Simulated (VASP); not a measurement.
# Cu (Fd-3m) in VASP: a series of runs

Cu is run at these levels: revPBE; tasks: single point, relaxation of cell and atoms.

All numbers are computed with VASP 6.6.1; they aren't measurements. Logs are shortened: lines on timing, memory, paths and dates and some standing lists are left out, and cuts for length are marked.

### Step 1. The cell of the first run

Symmetry: Fd-3m, No. 227, cubic system. Conventional cell: a = 5.627 Å, b = 5.627 Å, c = 5.627 Å, α = 90.00°, β = 90.00°, γ = 90.00°. Cu (site symmetry -43m) has 4 Cu at 2.44 Å within 3.2 Å.

### Step 2. Single point, revPBE (volume scaled by 1.12)

INCAR

```
SYSTEM = Cu
PREC     = Accurate       ! precision mode
ENCUT    = 520            ! plane-wave cutoff, eV
EDIFF    = 1E-6           ! SCF threshold, eV
ISMEAR   = -1             ! smearing method
SIGMA    = 0.1            ! smearing width, eV
LREAL    = .False.        ! projectors in reciprocal space
LASPH    = .True.         ! aspherical terms in the spheres
NELM     = 60             ! most SCF steps
ALGO     = Normal         ! electronic algorithm
ISIF     = 2              ! what is computed and relaxed
LWAVE    = .False.        ! write WAVECAR
LCHARG   = .True.         ! write CHGCAR
GGA      = RE             ! functional
LELF     = .True.         ! ELF
LVHAR    = .True.       
NBANDS   = 18             ! bands
```

KPOINTS

```
Automatic mesh
0
Gamma
  11 11 11
  0 0 0
```

POSCAR

```
Cu
1.0
    0.0000000000      2.8133482769      2.8133482769
    2.8133482769      0.0000000000      2.8133482769
    2.8133482769      2.8133482769      0.0000000000
Cu
2
Direct
    0.1250000000      0.1250000000      0.1250000000
    0.8750000000      0.8750000000      0.8750000000
```

Potentials or basis: VASP PAW PBE potentials, release 64 (Cu).

On the command line:

```console
$ cat potpaw_PBE.64/Cu/POTCAR > POTCAR
$ mpirun -np 1 vasp_std > vasp.out
```

OUTCAR:

```text
SYSTEM = Cu
   PREC = Accurate
   ENCUT = 520
   EDIFF = 1E-6
   ISMEAR = -1
   LREAL = .False.
   LASPH = .True.
   NELM = 60
   ISIF = 2
   GGA = RE

 ion  position               nearest neighbor table
   1  0.125  0.125  0.125-   2 2.44   2 2.44   2 2.44   2 2.44
   2  0.875  0.875  0.875-   1 2.44   1 2.44   1 2.44   1 2.44

  LATTYP: Found a face centered cubic cell.
 ALAT       =     5.6266965538

  Lattice vectors:

 A1 = (   0.0000000000,   2.8133482769,   2.8133482769)
 A2 = (   2.8133482769,   0.0000000000,   2.8133482769)
 A3 = (   2.8133482769,   2.8133482769,   0.0000000000)

Analysis of symmetry for initial positions (statically):
=====================================================================
 Subroutine PRICEL returns:
 Original cell was already a primitive cell.

 Routine SETGRP: Setting up the symmetry group for a
 face centered cubic supercell.

 Subroutine GETGRP returns: Found 48 space group operations
 (whereof 12 operations were pure point group operations)
 out of a pool of 48 trial point group operations.

The static configuration has the point symmetry D_3d.
 The point group associated with its full space group is O_h .

Analysis of symmetry for dynamics (positions and initial velocities):
=====================================================================
 Subroutine PRICEL returns:
 Original cell was already a primitive cell.

 Routine SETGRP: Setting up the symmetry group for a
 face centered cubic supercell.

 Subroutine GETGRP returns: Found 48 space group operations
 (whereof 12 operations were pure point group operations)
 out of a pool of 48 trial point group operations.

The dynamic configuration has the point symmetry D_3d.
 The point group associated with its full space group is O_h .

 Subroutine INISYM returns: Found 48 space group operations
 (whereof 12 operations are pure point group operations),
 and found     1 'primitive' translations

----------------------------------------------------------------------------------------

                                     Primitive cell

  volume of cell :      44.5349

  direct lattice vectors                    reciprocal lattice vectors
     0.000000000  2.813348277  2.813348277    -0.177724174  0.177724174  0.177724174
     2.813348277  0.000000000  2.813348277     0.177724174 -0.177724174  0.177724174
     2.813348277  2.813348277  0.000000000     0.177724174  0.177724174 -0.177724174

  length of vectors
     3.978675289  3.978675289  3.978675289     0.307827300  0.307827300  0.307827300

  position of ions in fractional coordinates (direct lattice)
     0.125000000  0.125000000  0.125000000
     0.875000000  0.875000000  0.875000000

  ion indices of the primitive-cell ions
   primitive index   ion index
                 1           1
                 2           2

----------------------------------------------------------------------------------------

 KPOINTS: Automatic mesh

Automatic generation of k-mesh.
 Grid dimensions read from file:
 generate k-points for:   11   11   11

 Generating k-lattice:

  Cartesian coordinates                     Fractional coordinates (reciprocal lattice)
    -0.016156743  0.016156743  0.016156743     0.090909091  0.000000000  0.000000000
     0.016156743 -0.016156743  0.016156743     0.000000000  0.090909091  0.000000000
     0.016156743  0.016156743 -0.016156743     0.000000000  0.000000000  0.090909091

  Length of vectors
     0.027984300  0.027984300  0.027984300

  Shift w.r.t. Gamma in fractional coordinates (k-lattice)
     0.000000000  0.000000000  0.000000000

 Subroutine IBZKPT returns following result:
 ===========================================

 Found     56 irreducible k-points:

 Following reciprocal coordinates:
            Coordinates               Weight
  0.000000  0.000000  0.000000      1.000000
  0.090909  0.000000  0.000000      8.000000
  0.181818  0.000000  0.000000      8.000000
  0.272727  0.000000  0.000000      8.000000
  0.363636  0.000000  0.000000      8.000000
  0.454545  0.000000  0.000000      8.000000
[... 16 lines left out ...]
 -0.272727  0.181818  0.000000     24.000000
 -0.181818  0.181818  0.000000     12.000000
 [... further k-points ...]
   k-points           NKPTS =     56   k-points in BZ     NKDIM =     56   number of bands    NBANDS=     18
   number of dos      NEDOS =    301   number of ions     NIONS =      2
   total plane-waves  NPLWV =  27000
   dimension x,y,z NGX =    30 NGY =   30 NGZ =   30
   dimension x,y,z NGXF=    60 NGYF=   60 NGZF=   60
   ions per type =               2
   NGX,Y,Z   is equivalent  to a cutoff of  12.54, 12.54, 12.54 a.u.
   NGXF,Y,Z  is equivalent  to a cutoff of  25.07, 25.07, 25.07 a.u.
 SYSTEM =  Cu
   PREC   = accura    normal or accurate (medium, high low for compatibility)
   ISTART =      0    job   : 0-new  1-cont  2-samecut
   ICHARG =      2    charge: 1-file 2-atom 10-const
   ISPIN  =      1    spin polarized calculation?
   LNONCOLLINEAR =      F non collinear calculations
   LSORBIT =      F    spin-orbit coupling
   LASPH  =      T    aspherical Exc in radial PAW
   ENCUT  =  520.0 eV  38.22 Ry    6.18 a.u.   7.40  7.40  7.40*2*pi/ulx,y,z
   NELM   =     60;   NELMIN=  2; NELMDL= -5     # of ELM steps
   EDIFF  = 0.1E-05   stopping-criterion for ELM
   LREAL  =      F    real-space projection
   EDIFFG = 0.1E-04   stopping-criterion for IOM
   NSW    =      0    number of steps for IOM
   IBRION =     -1    ionic relax: 0-MD 1-quasi-New 2-CG
   NFREE  =      0    steps in history (QN), initial steepest desc. (CG)
   ISIF   =      2    stress and relaxation
   ISYM   =      2    0-nonsym 1-usesym 2-fastsym
   POTIM  = 0.5000    time-step for ionic-motion
   TEBEG  =    0.0;   TEEND  =   0.0 temperature during run
   PSTRESS=    0.0 pullay stress
   NELECT =      22.0000    total number of electrons
   NUPDOWN=      -1.0000    fix difference up-down
   EMIN   =  10.00;   EMAX   =-10.00  energy-range for DOS
   EFERMI =   0.00;   METHOD = LEGACY
   ISMEAR =    -1;   SIGMA  =   0.10  broadening in eV -4-tet -1-fermi 0-gaus
   EFERMI_NEDOS =   21; number of points for ismear=-14 and -15
   IALGO  =     38    algorithm
   IMIX   =      4    mixing-type and parameters
     AMIX     =   0.40;   BMIX     =  1.00
     AMIX_MAG =   1.60;   BMIX_MAG =  1.00
  volume/ion in A,a.u.               =      22.27       150.27
  Fermi-wavevector in a.u.,A,eV,Ry     =   1.294143  2.445575 22.787116  1.674806
  Thomas-Fermi vector in A             =   2.425744
   LORBIT       =      0    0 simple, 1 ext, 2 COOP (PROOUT), +10 PAW based schemes
   GGA     = RE    functional components
   LHFCALC =     F    Hartree Fock is set to
   AEXX    =    0.0000 exact exchange contribution
   IVDW    =     0    specifies the selected vdW correction
   LEPSILON=     F    determine dielectric tensor
   LRPA    =     F    only Hartree local field effects (RPA)
 non-spin polarized calculation
  energy-cutoff  :      520.00
  volume of cell :       44.53
 maximum number of plane-waves:      1243
 NGX is ok and might be reduce to    30
   NGX = 15   NGY = 15   NGZ = 15

 number of electron      21.9999993 magnetization

 Free energy of the ion-electron system (eV)
  ---------------------------------------------------
  ext. energy  EPLUGINS =         0.00000000
  ---------------------------------------------------
  free energy    TOTEN  =        -4.71188879 eV

  energy without entropy =       -4.68472322  energy(sigma->0) =       -4.69830601

 E-fermi :   1.8438     XC(G=0):  -9.0293

 val. band max:        1.8120395162   @ k =  -0.3636   0.3636   0.0000
 cond. band min:       1.9287032842   @ k =  -0.3636   0.2727   0.0909
 fundamental gap:      0.1166637680
 Fermi energy:         1.8437577409

 k-point     1 :       0.0000    0.0000    0.0000
  band No.  band energies     occupation
      1      -3.6689      2.00000
      2      -0.6782      2.00000
      3      -0.6782      2.00000
      4      -0.6782      2.00000
      5      -0.6466      2.00000
      6      -0.6466      2.00000
[... 10 lines left out ...]
     17      11.6254      0.00000
     18      13.2014      0.00000

 k-point     2 :       0.0909    0.0000    0.0000
  band No.  band energies     occupation
      1      -3.5541      2.00000
      2      -0.7269      2.00000
      3      -0.7269      2.00000
      4      -0.6767      2.00000
      5      -0.5812      2.00000
      6      -0.5812      2.00000
[... 10 lines left out ...]
     17      12.1657      0.00000
     18      13.7511      0.00000

 k-point     3 :       0.1818    0.0000    0.0000
  band No.  band energies     occupation
      1      -3.2173      2.00000
      2      -0.7592      2.00000
      3      -0.7592      2.00000
      4      -0.6698      2.00000
      5      -0.5107      2.00000
      6      -0.5107      2.00000
[... 10 lines left out ...]
     17      12.7947      0.00000
     18      14.2249      0.00000

 k-point     4 :       0.2727    0.0000    0.0000
  band No.  band energies     occupation
      1      -2.6896      2.00000
      2      -0.7585      2.00000
      3      -0.7585      2.00000
      4      -0.6539      2.00000
      5      -0.4796      2.00000
      6      -0.4796      2.00000
[... 375 lines left out ...]
      4      -0.6113      2.00000
      5      -0.5526      2.00000
      6      -0.3298      2.00000
[... 10 lines left out ...]
     17      13.6081      0.00000
     18      16.2690      0.00000

 k-point    23 :      -0.2727    0.1818    0.0000
  band No.  band energies     occupation
      1      -1.9348      2.00000
      2      -0.8092      2.00000
      3      -0.7310      2.00000
      4      -0.6371      2.00000
      5      -0.5490      2.00000
      6      -0.3124      2.00000
[... 10 lines left out ...]
     17      13.5309      0.00000
     18      15.0530      0.00000

 k-point    24 :      -0.1818    0.1818    0.0000
  band No.  band energies     occupation
      1      -2.5100      2.00000
      2      -0.8279      2.00000
      3      -0.6889      2.00000
      4      -0.6852      2.00000
      5      -0.5242      2.00000
      6      -0.3565      2.00000
[... 10 lines left out ...]
     17      13.5462      0.00000
     18      13.6595      0.00000

 [... further k-points ...]
[... 5 lines left out ...]
  --------------------------------------------------------------------------------------
  -------------------------------------------------------------------------------------
  Total       -1.1164157     -1.1164157     -1.1164157      0.0000000      0.0000000      0.0000000
  in kB      -40.1639141    -40.1639141    -40.1639141      0.0000000      0.0000000      0.0000000
  external PRESSURE =     -40.1639141 kB  Pullay stress =       0.0000000 kB

 VOLUME and BASIS-vectors are now :
 -----------------------------------------------------------------------------
  energy-cutoff  :      520.00
  volume of cell :       44.53
      direct lattice vectors                 reciprocal lattice vectors
     0.000000000  2.813348277  2.813348277    -0.177724174  0.177724174  0.177724174
     2.813348277  0.000000000  2.813348277     0.177724174 -0.177724174  0.177724174
     2.813348277  2.813348277  0.000000000     0.177724174  0.177724174 -0.177724174

 POSITION                                       TOTAL-FORCE (eV/Angst)
 -----------------------------------------------------------------------------------
      0.70334      0.70334      0.70334        -0.000000     -0.000000     -0.000000
      4.92336      4.92336      4.92336         0.000000      0.000000      0.000000
 -----------------------------------------------------------------------------------
    total drift:                               -0.000000      0.000000      0.000000

  FREE ENERGIE OF THE ION-ELECTRON SYSTEM (eV)
  ---------------------------------------------------
  free  energy   TOTEN  =        -4.7118887922 eV

  energy  without entropy=       -4.6847232190  energy(sigma->0) =       -4.69830601
```

Run time: 20 s. Hardware: 1 thread of Intel Xeon 6975P-C (Granite Rapids), shared host; peak memory 0.18 GiB.

What came out:

| Property | Result |
| --- | --- |
| Free energy | -4.7119 eV |
| Pressure | -4.0 GPa |
| Band gap on the k mesh | zero (band 11 reaches 2.10 eV, above the bottom of band 12 at 1.48 eV) |

Caveat: the cell differs from its parent crystal (volume scaled by 1.12); the PAW data sets were made with another functional, which shifts forces and pressure a little.

### Step 3. Relaxation of cell and atoms, revPBE

This run uses another cell than the first one, of 15.94 Å³/atom, 0.716 times its volume.

INCAR

```
SYSTEM = Cu
ALGO = Normal ; EDIFF = 1E-6
EDIFFG = -0.01 ; ENCUT = 600
GGA = RE ; IBRION = 2
ISIF = 3 ; ISMEAR = -1
LASPH = .True. ; LCHARG = .False.
LREAL = .False. ; LWAVE = .False.
NELM = 80 ; NSW = 80
PREC = Accurate ; SIGMA = 0.1
```

KPOINTS

```
k-points
0
Gamma
  11 11 11
  0 0 0
```

POSCAR

```
Cu
1.0
    0.0000000000      2.5168736955      2.5168736955
    2.5168736955      0.0000000000      2.5168736955
    2.5168736955      2.5168736955      0.0000000000
Cu
2
Direct
    0.1250000000      0.1250000000      0.1250000000
    0.8750000000      0.8750000000      0.8750000000
```

Potentials or basis: VASP PAW PBE potentials, release 64 (Cu).

On the command line:

```console
$ cat potpaw_PBE.64/Cu/POTCAR > POTCAR
$ mpirun -np 1 vasp_std > vasp.out
```

Run time: 40 s. Hardware: 1 thread of Intel Xeon 6975P-C (Granite Rapids), shared host; peak memory 0.17 GiB.

It converged, with:

```yaml
Free_energy: -4.7697 eV
Relaxed_volume: 19.97 Å³/atom
Relaxed_cell: a = 3.837 Å, b = 3.837 Å, c = 3.837 Å, α = 60.00°, β = 60.00°, γ = 60.00°
Space_group_after_relaxing_to_0.05_Å: Fd-3m (No. 227)
Energy_gained_by_relaxing: 189.9 meV/atom
Ionic_steps: 4
Pressure_after_relaxing: 0.1 GPa
Band_gap_on_the_k_mesh: zero (band 11 reaches 2.93 eV, above the bottom of band 12 at 2.25 eV)
```

The path:
```tsv
step	energy change (eV)	largest force (eV/Å)	pressure (GPa)	volume (Å³)
1	0.0000	0.0000	18.88	31.89
2	-0.3729	0.0000	-1.84	41.37
3	-0.3795	0.0000	0.34	39.69
4	-0.3798	0.0000	0.06	39.94
```

Final structure:
```cif
data_structure
_symmetry_space_group_name_H-M 'P 1'
_symmetry_Int_Tables_number 1
_cell_length_a 3.8367
_cell_length_b 3.8367
_cell_length_c 3.8367
_cell_angle_alpha 60.000
_cell_angle_beta 60.000
_cell_angle_gamma 60.000
_cell_volume 39.94
loop_
_atom_site_label
_atom_site_type_symbol
_atom_site_fract_x
_atom_site_fract_y
_atom_site_fract_z
_atom_site_occupancy
Cu1 Cu 0.12500 0.12500 0.12500 1
Cu2 Cu 0.87500 0.87500 0.87500 1
```

Levels at points of the mesh, in eV from the Fermi level:
```tsv
k point	band 9	band 10	band 11	band 12	band 13	band 14
(0.00, 0.00, 0.00)	-1.80	-1.20	-1.20	9.46	9.46	9.46
```

Caveat: the volume moved by over 15 % at a fixed basis, so the end points are rough; the PAW data sets were made with another functional, which shifts forces and pressure a little.

### Step 4. Single point, revPBE

This run uses another cell than the first one, of 19.88 Å³/atom, 0.893 times its volume.

INCAR

```
SYSTEM = Cu
PREC     = Accurate       ! precision mode
ENCUT    = 520            ! plane-wave cutoff, eV
EDIFF    = 1E-6           ! SCF threshold, eV
ISMEAR   = -1             ! smearing method
SIGMA    = 0.1            ! smearing width, eV
LREAL    = .FALSE.        ! projectors in reciprocal space
LASPH    = .TRUE.         ! aspherical terms in the spheres
NELM     = 100            ! most SCF steps
ALGO     = Normal         ! electronic algorithm
ISIF     = 2              ! what is computed and relaxed
LWAVE    = .FALSE.        ! write WAVECAR
LCHARG   = .TRUE.         ! write CHGCAR
GGA      = RE             ! functional
LELF     = .TRUE.         ! ELF
LVHAR    = .TRUE.       
NBANDS   = 18             ! bands
```

KPOINTS

```
regular mesh
0
G
  16 16 16
  0 0 0
```

POSCAR

```
Cu
1.0
    0.0000000000      2.7090529346      2.7090529346
    2.7090529346      0.0000000000      2.7090529346
    2.7090529346      2.7090529346      0.0000000000
Cu
2
Direct
    0.1250000000      0.1250000000      0.1250000000
    0.8750000000      0.8750000000      0.8750000000
```

On the command line:

```console
$ cat potpaw_PBE.64/Cu/POTCAR > POTCAR
$ mpirun -np 1 vasp_std > vasp.out
```

Wall time 37 s (1 thread of Intel Xeon 6975P-C (Granite Rapids), shared host); peak memory 0.21 GiB.

Results (log left out):

```yaml
Free_energy: -4.7700 eV
Pressure: 0.0 GPa
Band_gap_on_the_k_mesh: zero (band 11 reaches 3.20 eV, above the bottom of band 12 at 2.22 eV)
```

Levels at points of the mesh, in eV from the Fermi level:
```tsv
k point	band 7	band 8	band 9	band 10	band 11	band 12	band 13	band 14	band 15	band 16
(0.00, 0.00, 0.00)	-1.80	-1.80	-1.80	-1.21	-1.21	9.49	9.49	9.49	10.42	10.42
(0.50, 0.00, 0.00)	-1.61	-1.61	-1.34	-1.28	-1.28	-0.40	6.92	6.92	10.79	10.94
(0.50, 0.50, 0.00)	-1.97	-1.97	-1.19	-1.19	0.20	0.20	3.74	3.74	7.70	7.70
```

Caveat: the PAW data sets were made with another functional, which shifts forces and pressure a little.

### Step 5. Overview

```tsv
task	cell	k mesh	cutoff (eV)	gap on the mesh (eV)	pressure (GPa)
single point	a = 3.979 Å, angles 60.0°, 2 atoms	11 × 11 × 11	520	none	-4.0
relaxation of cell and atoms	relaxed from a = 3.559 Å, angles 60.0°, 2 atoms	11 × 11 × 11	600	none	0.1
single point	a = 3.831 Å, angles 60.0°, 2 atoms	16 × 16 × 16	520	none	0.0
```

Alike in all rows: level revPBE; potentials or basis VASP PAW PBE potentials, release 64 (Cu); no spin polarisation; smearing fermi-dirac 0.1 eV.

Caveats: the PAW data sets were made with another functional, which shifts forces and pressure a little; the volume moved by over 15 % at a fixed basis, so the end points are rough (some runs).

Total energies depend on the potentials used, so only differences within one code and one set of settings carry meaning.
